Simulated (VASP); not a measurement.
RbBr:

```
CELL_PARAMETERS angstrom
0.00000 3.86950 3.86950
3.86950 0.00000 3.86950
3.86950 3.86950 0.00000
ATOMIC_POSITIONS crystal
Rb 0.00000 0.00000 0.00000
Br 0.25000 0.25000 0.25000
```

Base run:

* Program: VASP 6.6.1
* Functional: r2SCAN
* Potentials or basis: VASP PAW PBE potentials, release 64 (Rb_sv, Br)
* Cutoff: 550 eV
* k mesh: 4 × 4 × 4
* Occupations: gaussian, width 0.01 eV
* Spin: no spin polarisation

Its results: band gap on the k mesh 4.65 eV (least direct gap 4.73 eV); pressure 0.0 GPa.

Problem. The run is repeated on the same cell with these changes: functional from r2SCAN to HSE06; cutoff from 550 eV to 520 eV; further incar settings from ALGO = Normal; EDIFF = 1e-06; NBANDS = 15 to ALGO = Normal; EDIFF = 1e-07; NBANDS = 15. What comes out?

Solution. Band gap on the k mesh 5.18 eV (least direct gap 5.26 eV); pressure 0.1 GPa.

Caveats: the PAW data sets were made with another functional, which shifts forces and pressure a little.

A k mesh can miss the band edges.
